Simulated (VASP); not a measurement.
# Yb (P6_3/mmc) in VASP: further runs

Runs on Yb. Level: PBEsol. Tasks: single point.

Everything below comes from runs of VASP 6.6.1. Logs are shortened: lines on timing, memory, paths and dates and some standing lists are left out, and cuts for length are marked.

## Step 1: The cell of the first run

The structure is hexagonal, space group P6_3/mmc (No. 194). Conventional cell: a = 3.880 Å, b = 3.880 Å, c = 6.386 Å, α = 90.00°, β = 90.00°, γ = 120.00°. Within 5.1 Å of Yb (site symmetry -6m2) lie 12 Yb at 3.88 to 3.90 Å.

This isn't the form of Yb at room conditions, which is fcc.

## Step 2: Single point, PBEsol, collinear spin, ferromagnetic start

The input, INCAR:

```
ALGO = Fast
EDIFF = 1E-7
ENCUT = 520
GGA = PS
ISIF = 2
ISMEAR = -1
ISPIN = 2
LASPH = T
LCHARG = F
LMAXMIX = 6
LORBIT = 11
LREAL = F
LWAVE = F
MAGMOM = 1 1
NBANDS = 35
NELM = 150
PREC = Accurate
SIGMA = 0.05
```

The input, KPOINTS:

```
k-points
0
Gamma
  8 8 4
```

The input, POSCAR:

```
Yb
1.0
    3.8799000000      0.0000000000      0.0000000000
   -1.9399500000      3.3600919641      0.0000000000
    0.0000000000      0.0000000000      6.3859000000
Yb
2
Direct
    0.6666666667      0.3333333333      0.7500000000
    0.3333333333      0.6666666667      0.2500000000
```

Potentials or basis: VASP PAW PBE potentials, release 64 (Yb).

Command:

```sh
cat potpaw_PBE.64/Yb/POTCAR > POTCAR
mpirun -np 1 vasp_std > vasp.out
```

OUTCAR:

```text
EDIFF = 1E-7
   ENCUT = 520
   GGA = PS
   ISIF = 2
   ISMEAR = -1
   ISPIN = 2
   LASPH = T
   LORBIT = 11
   LREAL = F
   NELM = 150
   PREC = Accurate

 ion  position               nearest neighbor table
   1  0.667  0.333  0.750-
   2  0.333  0.667  0.250-

  LATTYP: Found a hexagonal cell.
 ALAT       =     3.8799000000
 C/A-ratio  =     1.6458929354

  Lattice vectors:

 A1 = (   3.8799000000,   0.0000000000,   0.0000000000)
 A2 = (  -1.9399500000,   3.3600919641,   0.0000000000)
 A3 = (   0.0000000000,   0.0000000000,   6.3859000000)

Analysis of symmetry for initial positions (statically):
=====================================================================
 Subroutine PRICEL returns:
 Original cell was already a primitive cell.

 Routine SETGRP: Setting up the symmetry group for a
 hexagonal supercell.

 Subroutine GETGRP returns: Found 24 space group operations
 (whereof 12 operations were pure point group operations)
 out of a pool of 24 trial point group operations.

The static configuration has the point symmetry D_3d.
 The point group associated with its full space group is D_6h.

Analysis of symmetry for dynamics (positions and initial velocities):
=====================================================================
 Subroutine PRICEL returns:
 Original cell was already a primitive cell.

 Routine SETGRP: Setting up the symmetry group for a
 hexagonal supercell.

 Subroutine GETGRP returns: Found 24 space group operations
 (whereof 12 operations were pure point group operations)
 out of a pool of 24 trial point group operations.

The dynamic configuration has the point symmetry D_3d.
 The point group associated with its full space group is D_6h.

Analysis of structural, dynamic, and magnetic symmetry:
=====================================================================
 Subroutine PRICEL returns:
 Original cell was already a primitive cell.

 Routine SETGRP: Setting up the symmetry group for a
 hexagonal supercell.

 Subroutine GETGRP returns: Found 24 space group operations
 (whereof 12 operations were pure point group operations)
 out of a pool of 24 trial point group operations.

The overall configuration has the point symmetry D_3d.
 The point group associated with its full space group is D_6h.

 Subroutine INISYM returns: Found 24 space group operations
 (whereof 12 operations are pure point group operations),
 and found     1 'primitive' translations

----------------------------------------------------------------------------------------

                                     Primitive cell

  volume of cell :      83.2518

  direct lattice vectors                    reciprocal lattice vectors
     3.879900000  0.000000000  0.000000000     0.257738602  0.148805451  0.000000000
    -1.939950000  3.360091964  0.000000000     0.000000000  0.297610902  0.000000000
     0.000000000  0.000000000  6.385900000     0.000000000  0.000000000  0.156594998

  length of vectors
     3.879900000  3.879900000  6.385900000     0.297610902  0.297610902  0.156594998

  position of ions in fractional coordinates (direct lattice)
     0.666666667  0.333333333  0.750000000
     0.333333333  0.666666667  0.250000000

  ion indices of the primitive-cell ions
   primitive index   ion index
                 1           1
                 2           2

----------------------------------------------------------------------------------------

 KPOINTS: k-points

Automatic generation of k-mesh.
 Grid dimensions read from file:
 generate k-points for:    8    8    4

 Generating k-lattice:

  Cartesian coordinates                     Fractional coordinates (reciprocal lattice)
     0.032217325  0.018600681  0.000000000     0.125000000  0.000000000  0.000000000
     0.000000000  0.037201363  0.000000000     0.000000000  0.125000000  0.000000000
     0.000000000  0.000000000  0.039148750     0.000000000  0.000000000  0.250000000

  Length of vectors
     0.037201363  0.037201363  0.039148750

  Shift w.r.t. Gamma in fractional coordinates (k-lattice)
     0.000000000  0.000000000  0.000000000

 Subroutine IBZKPT returns following result:
 ===========================================

 Found     30 irreducible k-points:

 Following reciprocal coordinates:
            Coordinates               Weight
  0.000000  0.000000  0.000000      1.000000
  0.125000  0.000000  0.000000      6.000000
  0.250000  0.000000  0.000000      6.000000
  0.375000  0.000000  0.000000      6.000000
  0.500000  0.000000  0.000000      3.000000
  0.125000  0.125000  0.000000      6.000000
[... 16 lines left out ...]
  0.250000  0.000000  0.500000      6.000000
  0.375000  0.000000  0.500000      6.000000
 [... further k-points ...]
   k-points           NKPTS =     30   k-points in BZ     NKDIM =     30   number of bands    NBANDS=     35
   number of dos      NEDOS =    301   number of ions     NIONS =      2
   total plane-waves  NPLWV =  43200
   dimension x,y,z NGX =    30 NGY =   30 NGZ =   48
   dimension x,y,z NGXF=    60 NGYF=   60 NGZF=   96
   ions per type =               2
   NGX,Y,Z   is equivalent  to a cutoff of  12.85, 12.85, 12.50 a.u.
   NGXF,Y,Z  is equivalent  to a cutoff of  25.71, 25.71, 24.99 a.u.
 SYSTEM =  unknown system
   PREC   = accura    normal or accurate (medium, high low for compatibility)
   ISTART =      0    job   : 0-new  1-cont  2-samecut
   ICHARG =      2    charge: 1-file 2-atom 10-const
   ISPIN  =      2    spin polarized calculation?
   LNONCOLLINEAR =      F non collinear calculations
   LSORBIT =      F    spin-orbit coupling
   LASPH  =      T    aspherical Exc in radial PAW
   ENCUT  =  520.0 eV  38.22 Ry    6.18 a.u.   7.21  7.21 11.87*2*pi/ulx,y,z
   NELM   =    150;   NELMIN=  2; NELMDL= -5     # of ELM steps
   EDIFF  = 0.1E-06   stopping-criterion for ELM
   LREAL  =      F    real-space projection
   EDIFFG = 0.1E-05   stopping-criterion for IOM
   NSW    =      0    number of steps for IOM
   IBRION =     -1    ionic relax: 0-MD 1-quasi-New 2-CG
   NFREE  =      0    steps in history (QN), initial steepest desc. (CG)
   ISIF   =      2    stress and relaxation
   ISYM   =      2    0-nonsym 1-usesym 2-fastsym
   POTIM  = 0.5000    time-step for ionic-motion
   TEBEG  =    0.0;   TEEND  =   0.0 temperature during run
   PSTRESS=    0.0 pullay stress
   NELECT =      48.0000    total number of electrons
   NUPDOWN=      -1.0000    fix difference up-down
   EMIN   =  10.00;   EMAX   =-10.00  energy-range for DOS
   EFERMI =   0.00;   METHOD = LEGACY
   ISMEAR =    -1;   SIGMA  =   0.05  broadening in eV -4-tet -1-fermi 0-gaus
   EFERMI_NEDOS =   21; number of points for ismear=-14 and -15
   IALGO  =     68    algorithm
   IMIX   =      4    mixing-type and parameters
     AMIX     =   0.40;   BMIX     =  1.00
     AMIX_MAG =   1.60;   BMIX_MAG =  1.00
  volume/ion in A,a.u.               =      41.63       280.91
  Fermi-wavevector in a.u.,A,eV,Ry     =   1.362565  2.574875 25.260359  1.856584
  Thomas-Fermi vector in A             =   2.489044
   LORBIT       =     11    0 simple, 1 ext, 2 COOP (PROOUT), +10 PAW based schemes
   GGA     = PS    functional components
   LHFCALC =     F    Hartree Fock is set to
   AEXX    =    0.0000 exact exchange contribution
   IVDW    =     0    specifies the selected vdW correction
   LEPSILON=     F    determine dielectric tensor
   LRPA    =     F    only Hartree local field effects (RPA)
 spin polarized calculation
 RMM-DIIS sequential band-by-band and
  energy-cutoff  :      520.00
  volume of cell :       83.25
 maximum number of plane-waves:      2256
 NGX is ok and might be reduce to    30
   NGX = 15   NGY = 15   NGZ = 23

 number of electron      48.0000033 magnetization       0.0000117

 number of electron      48.0000033 magnetization      -0.0003310

 Free energy of the ion-electron system (eV)
  ---------------------------------------------------
  ext. energy  EPLUGINS =         0.00000000
  ---------------------------------------------------
  free energy    TOTEN  =        -7.59521858 eV

  energy without entropy =       -7.55857555  energy(sigma->0) =       -7.57689707

 E-fermi :   1.0211     XC(G=0):  -8.9317

 val. band max:        1.0137325550   @ k =   0.3750   0.0000   0.0000
 cond. band min:       1.0277030954   @ k =   0.1250   0.1250   0.0000
 fundamental gap:      0.0139705404
 Fermi energy:         1.0211129711

 spin component 1

 k-point     1 :       0.0000    0.0000    0.0000
  band No.  band energies     occupation
      1     -50.8301      1.00000
      2     -50.8223      1.00000
      3     -23.2844      1.00000
      4     -23.1120      1.00000
      5     -23.1120      1.00000
      6     -23.0847      1.00000
[... 27 lines left out ...]
     34       6.4075      0.00000
     35       7.1504      0.00000
[... 843 lines left out ...]
      5     -23.1405      1.00000
      6     -23.1405      1.00000
[... 27 lines left out ...]
     34       6.5100      0.00000
     35       7.9745      0.00000

 [... further k-points ...]

 spin component 2

 k-point     1 :       0.0000    0.0000    0.0000
  band No.  band energies     occupation
      1     -50.8301      1.00000
      2     -50.8224      1.00000
      3     -23.2844      1.00000
      4     -23.1120      1.00000
      5     -23.1120      1.00000
      6     -23.0847      1.00000
[... 27 lines left out ...]
     34       6.4114      0.00000
     35       9.2714      0.00000
[... 843 lines left out ...]
      5     -23.1405      1.00000
      6     -23.1405      1.00000
[... 27 lines left out ...]
     34       6.5099      0.00000
     35       7.9742      0.00000

 [... further k-points ...]

------------------------ aborting loop because EDIFF is reached ----------------------------------------

  FORCE on cell =-STRESS in cart. coord.  units (eV):
  Direction    XX          YY          ZZ          XY          YZ          ZX
  --------------------------------------------------------------------------------------
  -------------------------------------------------------------------------------------
  Total       -1.8869070     -1.8869070     -1.8273900      0.0000000      0.0000000      0.0000000
  in kB      -36.3134296    -36.3134296    -35.1680281      0.0000000      0.0000000      0.0000000
  external PRESSURE =     -35.9316291 kB  Pullay stress =       0.0000000 kB

 VOLUME and BASIS-vectors are now :
 -----------------------------------------------------------------------------
  energy-cutoff  :      520.00
  volume of cell :       83.25
      direct lattice vectors                 reciprocal lattice vectors
     3.879900000  0.000000000  0.000000000     0.257738602  0.148805451  0.000000000
    -1.939950000  3.360091964  0.000000000     0.000000000  0.297610902  0.000000000
     0.000000000  0.000000000  6.385900000     0.000000000  0.000000000  0.156594998

 POSITION                                       TOTAL-FORCE (eV/Angst)
 -----------------------------------------------------------------------------------
      1.93995      1.12003      4.78943        -0.000000      0.000000     -0.000000
     -0.00000      2.24006      1.59648         0.000000     -0.000000      0.000000
 -----------------------------------------------------------------------------------
    total drift:                               -0.000000      0.000000     -0.000000

  FREE ENERGIE OF THE ION-ELECTRON SYSTEM (eV)
  ---------------------------------------------------
  free  energy   TOTEN  =        -7.5952185785 eV

  energy  without entropy=       -7.5585755524  energy(sigma->0) =       -7.57689707

 total charge

# of ion       s       p       d       f       tot
--------------------------------------------------
    1        2.214   5.974   0.206  13.647  22.041
    2        2.214   5.974   0.206  13.647  22.041
--------------------------------------------------
tot          4.429  11.948   0.412  27.294  44.083

 magnetization (x)

# of ion       s       p       d       f       tot
--------------------------------------------------
    1        0.000  -0.000  -0.000   0.000   0.000
    2        0.000  -0.000  -0.000   0.000   0.000
--------------------------------------------------
tot          0.000  -0.000  -0.000   0.000   0.000
```

It took 11 min on 1 thread of AMD EPYC 9R45 (Zen 5), shared host; peak memory 0.29 GiB.

Results:

- Free energy: -7.5952 eV
- Pressure: -3.6 GPa
- Band gap on the k mesh: zero (filled and empty bands overlap)
- Net moment: 0.00 μB per cell
- Valence electrons inside the program's atomic spheres: Yb 22.04

Caveat: the cell stands under tension; the PAW data sets were made with another functional, which shifts forces and pressure a little; spin-orbit coupling is left out, which moves the levels of the heavy elements.

## Step 3: Single point, PBEsol, collinear spin, ferromagnetic start

This run uses another cell than the first one, of 42.46 Å³/atom.

The input, INCAR:

```
SYSTEM = Yb
ALGO = Normal
EDIFF = 1E-6
ENCUT = 520
GGA = PS
ISIF = 2
ISMEAR = -1
ISPIN = 2
LASPH = .True.
LCHARG = .False.
LMAXMIX = 6
LORBIT = 11
LREAL = .False.
LWAVE = .False.
MAGMOM = 1 1
NBANDS = 35
NELM = 150
PREC = Accurate
SIGMA = 0.05
```

The input, KPOINTS:

```
k-points
0
Gamma
  8 8 4
  0 0 0
```

The input, POSCAR:

```
Yb
1.0
    3.9055954508      0.0000000000      0.0000000000
   -1.9527977254      3.3823448773      0.0000000000
    0.0000000000      0.0000000000      6.4281919610
Yb
2
Direct
    0.6666666667      0.3333333333      0.7500000000
    0.3333333333      0.6666666667      0.2500000000
```

Potentials or basis: VASP PAW PBE potentials, release 64 (Yb).

Command:

```sh
cat potpaw_PBE.64/Yb/POTCAR > POTCAR
mpirun -np 1 vasp_std > vasp.out
```

Wall time 10 min (1 thread of AMD EPYC 9R45 (Zen 5), shared host); peak memory 0.3 GiB.

It converged, with:

* Free energy: -7.5581 eV
* Pressure: -4.9 GPa
* Band gap on the k mesh: zero (filled and empty bands overlap)
* Net moment: 0.00 μB per cell
* Valence electrons inside the program's atomic spheres: Yb 22.04

Stress tensor (GPa, compression positive):
```
-4.83  0.00  0.00
 0.00 -4.83  0.00
 0.00  0.00 -4.96
```

Levels at points of the mesh, in eV from the Fermi level:
Spin up:
```tsv
k point	band 22	band 23	band 24	band 25	band 26	band 27
(0.00, 0.00, 0.00)	-0.30	-0.27	-0.27	0.07	2.60	2.66
(0.50, 0.00, 0.00)	-0.29	-0.28	-0.28	0.05	0.23	1.50
(0.00, 0.00, 0.50)	-0.29	-0.27	-0.27	1.44	1.44	2.65
(0.50, 0.00, 0.50)	-0.30	-0.29	-0.29	0.28	0.28	1.51
```
Spin down:
```
           k point  band 22  band 23  band 24  band 25  band 26  band 27
(0.00, 0.00, 0.00)    -0.30    -0.28    -0.28     0.07     2.60     2.66
(0.50, 0.00, 0.00)    -0.29    -0.28    -0.28     0.06     0.23     1.51
(0.00, 0.00, 0.50)    -0.29    -0.28    -0.28     1.44     1.44     2.65
(0.50, 0.00, 0.50)    -0.30    -0.30    -0.30     0.28     0.28     1.51
```

Caveat: the cell stands under tension; the PAW data sets were made with another functional, which shifts forces and pressure a little; spin-orbit coupling is left out, which moves the levels of the heavy elements. The state reached can hang on the start; a lower one may exist.

## Step 4: Single point, PBEsol, collinear spin, ferromagnetic start

This run uses another cell than the first one, of 43.29 Å³/atom.

The input, INCAR:

```
ALGO     = Normal         # electronic algorithm
EDIFF    = 1E-6           # SCF threshold, eV
ENCUT    = 520            # plane-wave cutoff, eV
GGA      = PS             # functional
ISIF     = 2              # what is computed and relaxed
ISMEAR   = -1             # smearing method
ISPIN    = 2              # spin polarisation
LASPH    = True           # aspherical terms in the spheres
LCHARG   = True           # write CHGCAR
LELF     = True           # ELF
LMAXMIX  = 6              # l up to which the mixer works
LORBIT   = 11             # projections on sites
LREAL    = False          # projectors in reciprocal space
LVHAR    = True         
LWAVE    = False          # write WAVECAR
MAGMOM   = 1 1            # initial moments
NBANDS   = 35             # bands
NELM     = 150            # most SCF steps
PREC     = Accurate       # precision mode
SIGMA    = 0.05           # smearing width, eV
```

The input, KPOINTS:

```
k-points
0
Gamma
  8 8 4
```

The input, POSCAR:

```
Yb
1.0
    3.9309571709      0.0000000000      0.0000000000
   -1.9654785854      3.4043087711      0.0000000000
    0.0000000000      0.0000000000      6.4699346369
Yb
2
Direct
    0.6666666667      0.3333333333      0.7500000000
    0.3333333333      0.6666666667      0.2500000000
```

Command:

```sh
cat potpaw_PBE.64/Yb/POTCAR > POTCAR
mpirun -np 1 vasp_std > vasp.out
```

It took 8.4 min on 1 thread of AMD EPYC 9R45 (Zen 5), shared host; peak memory 0.3 GiB.

The run converged. Its results:

```
Free energy                                           : -7.5197 eV
Pressure                                              : -6.0 GPa
Band gap on the k mesh                                : zero (filled and empty bands overlap)
Net moment                                            : 0.00 μB per cell
Valence electrons inside the program's atomic spheres : Yb 22.03
```

Stress tensor (GPa, compression positive):
```
-6.05  0.00  0.00
 0.00 -6.05  0.00
 0.00  0.00 -5.83
```

Levels at points of the mesh, in eV from the Fermi level:
Spin up:
| k point | band 21 | band 22 | band 23 | band 24 | band 25 | band 26 | band 27 | band 28 |
| --- | --- | --- | --- | --- | --- | --- | --- | --- |
| (0.00, 0.00, 0.00) | -0.29 | -0.29 | -0.28 | -0.27 | 0.05 | 2.58 | 2.64 | 2.64 |
| (0.50, 0.00, 0.00) | -0.30 | -0.29 | -0.28 | -0.28 | 0.07 | 0.23 | 1.48 | 2.10 |
| (0.00, 0.00, 0.50) | -0.29 | -0.29 | -0.28 | -0.28 | 1.43 | 1.43 | 2.63 | 2.63 |
| (0.50, 0.00, 0.50) | -0.30 | -0.30 | -0.29 | -0.29 | 0.26 | 0.26 | 1.51 | 1.51 |
Spin down:
| k point | band 22 | band 23 | band 24 | band 25 | band 26 | band 27 |
| --- | --- | --- | --- | --- | --- | --- |
| (0.00, 0.00, 0.00) | -0.30 | -0.28 | -0.28 | 0.05 | 2.58 | 2.64 |
| (0.50, 0.00, 0.00) | -0.29 | -0.28 | -0.28 | 0.07 | 0.24 | 1.49 |
| (0.00, 0.00, 0.50) | -0.29 | -0.28 | -0.28 | 1.43 | 1.43 | 2.63 |
| (0.50, 0.00, 0.50) | -0.30 | -0.30 | -0.30 | 0.26 | 0.26 | 1.51 |

Caveat: the cell stands under tension; the PAW data sets were made with another functional, which shifts forces and pressure a little; spin-orbit coupling is left out, which moves the levels of the heavy elements.

## Step 5: The runs side by side

```csv
cell,gap on the mesh (eV),pressure (GPa),moment (μB)
"a = 3.880, b = 3.880, c = 6.386 Å, angles 90.0, 90.0, 120.0°, 2 atoms",none,-3.6,0.00
"a = 3.906, b = 3.906, c = 6.428 Å, angles 90.0, 90.0, 120.0°, 2 atoms",none,-4.9,0.00
"a = 3.931, b = 3.931, c = 6.470 Å, angles 90.0, 90.0, 120.0°, 2 atoms",none,-6.0,0.00
```

Alike in all rows: task single point; level PBEsol; potentials or basis VASP PAW PBE potentials, release 64 (Yb); spin collinear, ferromagnetic start; k mesh 8 × 8 × 4; cutoff (eV) 520; smearing fermi-dirac 0.05 eV.

Caveats: the cell stands under tension; the PAW data sets were made with another functional, which shifts forces and pressure a little; spin-orbit coupling is left out, which moves the levels of the heavy elements.

Total energies depend on the potentials used, so only differences within one code and one set of settings carry meaning.

The gap in the log of VASP goes by the Fermi energy; the results here count the filled bands.